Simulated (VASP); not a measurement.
# BaTiO3 in VASP: further runs, part 2 of 2

VASP 6.6.1.

### 4 Single point, PBE (volume scaled by 0.94, then relaxed in part)

File INCAR:

```
ALGO = Normal
EDIFF = 1E-7
ENCUT = 520
GGA = PE
ISIF = 2
ISMEAR = 0
LASPH = True
LCHARG = False
LREAL = False
LWAVE = False
NBANDS = 28
NELM = 100
PREC = Accurate
SIGMA = 0.02
```

File KPOINTS:

```
k-points
0
Gamma
  6 6 6
```

File POSCAR:

```
BaTiO3
1.0
    2.8097918932      1.6222341059      2.3001017008
   -2.8097918932      1.6222341059      2.3001017008
    0.0000000000     -3.2444682118      2.3001017008
Ba Ti O
1 1 3
Direct
   -0.0010455444     -0.0010455444     -0.0010455444
    0.4889152569      0.4889152569      0.4889152569
    0.5088826494      0.5088826494      0.0135649887
    0.0135649887      0.5088826494      0.5088826494
    0.5088826494      0.0135649887      0.5088826494
```

Potentials or basis: VASP PAW PBE potentials, release 64 (Ba_sv, Ti_sv, O).

Run with:

```
> cat potpaw_PBE.64/Ba_sv/POTCAR potpaw_PBE.64/Ti_sv/POTCAR potpaw_PBE.64/O/POTCAR > POTCAR
> mpirun -np 1 vasp_std > vasp.out
```

OUTCAR:

```text
EDIFF = 1E-7
   ENCUT = 520
   GGA = PE
   ISIF = 2
   ISMEAR = 0
   LASPH = True
   LREAL = False
   NELM = 100
   PREC = Accurate

 ion  position               nearest neighbor table
   1  0.999  0.999  0.999-   3 2.76   4 2.76   5 2.76   4 2.81   5 2.81   5 2.81   4 2.81   3 2.81
                             3 2.81   3 2.87   4 2.87   5 2.87   2 3.38   2 3.42   2 3.42   2 3.42
   2  0.489  0.489  0.489-   3 1.89   4 1.89   5 1.89   3 2.09   4 2.09   5 2.09   1 3.38   1 3.42
                             1 3.42   1 3.42   1 3.47   1 3.47   1 3.47   1 3.52
   3  0.509  0.509  0.014-   2 1.89   2 2.09   1 2.76   1 2.81   1 2.81   1 2.87
   4  0.014  0.509  0.509-   2 1.89   2 2.09   1 2.76   1 2.81   1 2.81   1 2.87
   5  0.509  0.014  0.509-   2 1.89   2 2.09   1 2.76   1 2.81   1 2.81   1 2.87

  LATTYP: Found a trigonal (rhomboedric) cell.
 ALAT       =     3.9770644716
 COS(alpha) =     0.0017184531

  Lattice vectors:

 A1 = (   2.8097918932,   1.6222341059,   2.3001017008)
 A2 = (  -2.8097918932,   1.6222341059,   2.3001017008)
 A3 = (   0.0000000000,  -3.2444682118,   2.3001017008)

Analysis of symmetry for initial positions (statically):
=====================================================================
 Subroutine PRICEL returns:
 Original cell was already a primitive cell.

 Routine SETGRP: Setting up the symmetry group for a
 trigonal (rhombohedral) supercell.

 Subroutine GETGRP returns: Found  6 space group operations
 (whereof  6 operations were pure point group operations)
 out of a pool of 12 trial point group operations.

The static configuration has the point symmetry C_3v.

Analysis of symmetry for dynamics (positions and initial velocities):
=====================================================================
 Subroutine PRICEL returns:
 Original cell was already a primitive cell.

 Routine SETGRP: Setting up the symmetry group for a
 trigonal (rhombohedral) supercell.

 Subroutine GETGRP returns: Found  6 space group operations
 (whereof  6 operations were pure point group operations)
 out of a pool of 12 trial point group operations.

The dynamic configuration has the point symmetry C_3v.

 Subroutine INISYM returns: Found  6 space group operations
 (whereof  6 operations are pure point group operations),
 and found     1 'primitive' translations

----------------------------------------------------------------------------------------

                                     Primitive cell

  volume of cell :      62.9051

  direct lattice vectors                    reciprocal lattice vectors
     2.809791893  1.622234106  2.300101701     0.177949122  0.102738973  0.144921128
    -2.809791893  1.622234106  2.300101701    -0.177949122  0.102738973  0.144921128
     0.000000000 -3.244468212  2.300101701     0.000000000 -0.205477947  0.144921128

  length of vectors
     3.977064472  3.977064472  3.977064472     0.251442479  0.251442479  0.251442479

  position of ions in fractional coordinates (direct lattice)
     0.998954456  0.998954456  0.998954456
     0.488915257  0.488915257  0.488915257
     0.508882649  0.508882649  0.013564989
     0.013564989  0.508882649  0.508882649
     0.508882649  0.013564989  0.508882649

  ion indices of the primitive-cell ions
   primitive index   ion index
[... 25 lines left out ...]
     0.000000000  0.000000000  0.000000000

 Subroutine IBZKPT returns following result:
 ===========================================

 Found     32 irreducible k-points:

 Following reciprocal coordinates:
            Coordinates               Weight
  0.000000  0.000000  0.000000      1.000000
  0.166667 -0.000000  0.000000      6.000000
  0.333333 -0.000000  0.000000      6.000000
  0.500000  0.000000  0.000000      3.000000
  0.166667  0.166667  0.000000      6.000000
  0.333333  0.166667  0.000000     12.000000
[... 16 lines left out ...]
  0.500000  0.500000  0.166667      6.000000
 -0.333333  0.500000  0.166667     12.000000
 [... further k-points ...]
   k-points           NKPTS =     32   k-points in BZ     NKDIM =     32   number of bands    NBANDS=     28
   number of dos      NEDOS =    301   number of ions     NIONS =      5
   total plane-waves  NPLWV =  27000
   dimension x,y,z NGX =    30 NGY =   30 NGZ =   30
   dimension x,y,z NGXF=    60 NGYF=   60 NGZF=   60
   ions per type =               1   1   3
   NGX,Y,Z   is equivalent  to a cutoff of  12.54, 12.54, 12.54 a.u.
   NGXF,Y,Z  is equivalent  to a cutoff of  25.08, 25.08, 25.08 a.u.
 SYSTEM =  unknown system
   PREC   = accura    normal or accurate (medium, high low for compatibility)
   ISTART =      0    job   : 0-new  1-cont  2-samecut
   ICHARG =      2    charge: 1-file 2-atom 10-const
   ISPIN  =      1    spin polarized calculation?
   LNONCOLLINEAR =      F non collinear calculations
   LSORBIT =      F    spin-orbit coupling
   LASPH  =      T    aspherical Exc in radial PAW
   ENCUT  =  520.0 eV  38.22 Ry    6.18 a.u.   7.39  7.39  7.39*2*pi/ulx,y,z
   NELM   =    100;   NELMIN=  2; NELMDL= -5     # of ELM steps
   EDIFF  = 0.1E-06   stopping-criterion for ELM
   LREAL  =      F    real-space projection
   EDIFFG = 0.1E-05   stopping-criterion for IOM
   NSW    =      0    number of steps for IOM
   IBRION =     -1    ionic relax: 0-MD 1-quasi-New 2-CG
   NFREE  =      0    steps in history (QN), initial steepest desc. (CG)
   ISIF   =      2    stress and relaxation
   ISYM   =      2    0-nonsym 1-usesym 2-fastsym
   POTIM  = 0.5000    time-step for ionic-motion
   TEBEG  =    0.0;   TEEND  =   0.0 temperature during run
   PSTRESS=    0.0 pullay stress
   NELECT =      40.0000    total number of electrons
   NUPDOWN=      -1.0000    fix difference up-down
   EMIN   =  10.00;   EMAX   =-10.00  energy-range for DOS
   EFERMI =   0.00;   METHOD = LEGACY
   ISMEAR =     0;   SIGMA  =   0.02  broadening in eV -4-tet -1-fermi 0-gaus
   EFERMI_NEDOS =   21; number of points for ismear=-14 and -15
   IALGO  =     38    algorithm
   IMIX   =      4    mixing-type and parameters
     AMIX     =   0.40;   BMIX     =  1.00
     AMIX_MAG =   1.60;   BMIX_MAG =  1.00
  volume/ion in A,a.u.               =      12.58        84.90
  Fermi-wavevector in a.u.,A,eV,Ry     =   1.407774  2.660306 26.964389  1.981827
  Thomas-Fermi vector in A             =   2.529999
   LORBIT       =      0    0 simple, 1 ext, 2 COOP (PROOUT), +10 PAW based schemes
   GGA     = PE    functional components
   LHFCALC =     F    Hartree Fock is set to
   AEXX    =    0.0000 exact exchange contribution
   IVDW    =     0    specifies the selected vdW correction
   LEPSILON=     F    determine dielectric tensor
   LRPA    =     F    only Hartree local field effects (RPA)
 non-spin polarized calculation
 Gauss-broadening in eV      SIGMA  =   0.02
  energy-cutoff  :      520.00
  volume of cell :       62.91
 maximum number of plane-waves:      1743
 NGX is ok and might be reduce to    30
   NGX = 15   NGY = 15   NGZ = 15

 number of electron      40.0000015 magnetization

 Free energy of the ion-electron system (eV)
  ---------------------------------------------------
  ext. energy  EPLUGINS =         0.00000000
  ---------------------------------------------------
  free energy    TOTEN  =       -39.93272080 eV

  energy without entropy =      -39.93272080  energy(sigma->0) =      -39.93272080

 E-fermi :   4.2052     XC(G=0): -11.3512

 val. band max:        3.9471458369   @ k =   0.5000   0.5000   0.5000
 cond. band min:       6.1343264355   @ k =   0.0000   0.0000   0.0000
 fundamental gap:      2.1871805986
 Fermi energy:         4.2051578112

 k-point     1 :       0.0000    0.0000    0.0000
  band No.  band energies     occupation
      1     -52.4003      2.00000
      2     -28.6493      2.00000
      3     -28.6493      2.00000
      4     -28.6471      2.00000
      5     -20.8119      2.00000
      6     -12.9507      2.00000
[... 733 lines left out ...]
     27      12.2407      0.00000
     28      12.7198      0.00000

 [... further k-points ...]
[... 5 lines left out ...]
  --------------------------------------------------------------------------------------
  -------------------------------------------------------------------------------------
  Total        3.6455531      3.6455531      3.6201721      0.0000000      0.0000000      0.0000000
  in kB       92.8513116     92.8513116     92.2048621      0.0000000      0.0000000      0.0000000
  external PRESSURE =      92.6358284 kB  Pullay stress =       0.0000000 kB

 VOLUME and BASIS-vectors are now :
 -----------------------------------------------------------------------------
  energy-cutoff  :      520.00
  volume of cell :       62.91
      direct lattice vectors                 reciprocal lattice vectors
     2.809791893  1.622234106  2.300101701     0.177949122  0.102738973  0.144921128
    -2.809791893  1.622234106  2.300101701    -0.177949122  0.102738973  0.144921128
     0.000000000 -3.244468212  2.300101701     0.000000000 -0.205477947  0.144921128

 POSITION                                       TOTAL-FORCE (eV/Angst)
 -----------------------------------------------------------------------------------
      0.00000      0.00000      6.89309        -0.000000      0.000000      0.031392
      0.00000      0.00000      3.37366        -0.000000     -0.000000      0.053709
      0.00000      1.60704      2.37216        -0.000000      0.020177     -0.028367
     -1.39174     -0.80352      2.37216        -0.017474     -0.010088     -0.028367
      1.39174     -0.80352      2.37216         0.017474     -0.010088     -0.028367
 -----------------------------------------------------------------------------------
    total drift:                                0.000000      0.000000     -0.000880

  FREE ENERGIE OF THE ION-ELECTRON SYSTEM (eV)
  ---------------------------------------------------
  free  energy   TOTEN  =       -39.9327208019 eV

  energy  without entropy=      -39.9327208019  energy(sigma->0) =      -39.93272080
```

OSZICAR:

```text
N       E                     dE             d eps       ncg     rms          rms(c)
DAV:   1     0.437193794579E+03    0.43719E+03   -0.20899E+04  1792   0.155E+03
DAV:   2    -0.313637953183E+01   -0.44033E+03   -0.41832E+03  2060   0.433E+02
DAV:   3    -0.483619295547E+02   -0.45226E+02   -0.44769E+02  2456   0.135E+02
DAV:   4    -0.505531044784E+02   -0.21912E+01   -0.21865E+01  2696   0.255E+01
DAV:   5    -0.506130198160E+02   -0.59915E-01   -0.59905E-01  2404   0.338E+00    0.239E+01
DAV:   6    -0.400614632110E+02    0.10552E+02   -0.55199E+01  2604   0.685E+01    0.993E+00
DAV:   7    -0.400778855712E+02   -0.16422E-01   -0.10229E+01  2412   0.236E+01    0.722E+00
DAV:   8    -0.399174939400E+02    0.16039E+00   -0.64999E-01  2184   0.744E+00    0.355E+00
DAV:   9    -0.399548543367E+02   -0.37360E-01   -0.29834E-01  2572   0.453E+00    0.143E+00
DAV:  10    -0.399349471621E+02    0.19907E-01   -0.13489E-01  1980   0.400E+00    0.468E-01
DAV:  11    -0.399327557772E+02    0.21914E-02   -0.12432E-02  2452   0.790E-01    0.103E-01
DAV:  12    -0.399329971871E+02   -0.24141E-03   -0.16704E-03  2588   0.365E-01    0.151E-01
DAV:  13    -0.399327186343E+02    0.27855E-03   -0.10163E-03  2224   0.338E-01    0.114E-02
DAV:  14    -0.399327208279E+02   -0.21936E-05   -0.34425E-05  2136   0.448E-02    0.633E-03
DAV:  15    -0.399327209574E+02   -0.12946E-06   -0.47043E-06  2484   0.178E-02    0.531E-03
DAV:  16    -0.399327207246E+02    0.23276E-06   -0.93896E-07  2060   0.973E-03    0.132E-03
DAV:  17    -0.399327208019E+02   -0.77302E-07   -0.33667E-08  1252   0.143E-03
   1 F= -.39932721E+02 E0= -.39932721E+02  d E =-.275644E-76
```

Run time: 54 s. Hardware: 1 thread of Intel Xeon Platinum 8259CL at 2.50GHz (Skylake/Cascade Lake), shared host; peak memory 0.2 GiB.

What came out:

| Item | Value |
| --- | --- |
| Free energy | -39.9327 eV |
| Pressure | 9.3 GPa |
| Largest force | 0.054 eV/Å |
| Band gap on the k mesh | 2.19 eV, indirect (least direct gap 2.48 eV) |

Forces on the atoms (eV/Å):
```
Ba   0.000  0.000  0.031
Ti   0.000  0.000  0.054
O    0.000  0.020 -0.028
O   -0.017 -0.010 -0.028
O    0.017 -0.010 -0.028
```

Caveat: spin-orbit coupling is left out, which moves the levels of the heavy elements. A k mesh can miss the band edges.

### 5 Summary

| cell | gap on the mesh (eV) | pressure (GPa) | largest force (eV/Å) |
| --- | --- | --- | --- |
| a = 3.891 Å, 5 atoms | 1.91 | 22.3 | - |
| a = 3.934 Å, 5 atoms | 1.98 | 14.8 | 0.03 |
| a = 3.977 Å, angles 89.9°, 5 atoms | 2.19 | 9.3 | 0.05 |

Alike in all rows: task single point; level PBE; potentials or basis VASP PAW PBE potentials, release 64 (Ba_sv, Ti_sv, O); no spin polarisation; k mesh 6 × 6 × 6; cutoff (eV) 520; smearing gaussian 0.02 eV.

Caveats: spin-orbit coupling is left out, which moves the levels of the heavy elements.

Total energies depend on the potentials used, so only differences within one code and one set of settings carry meaning.
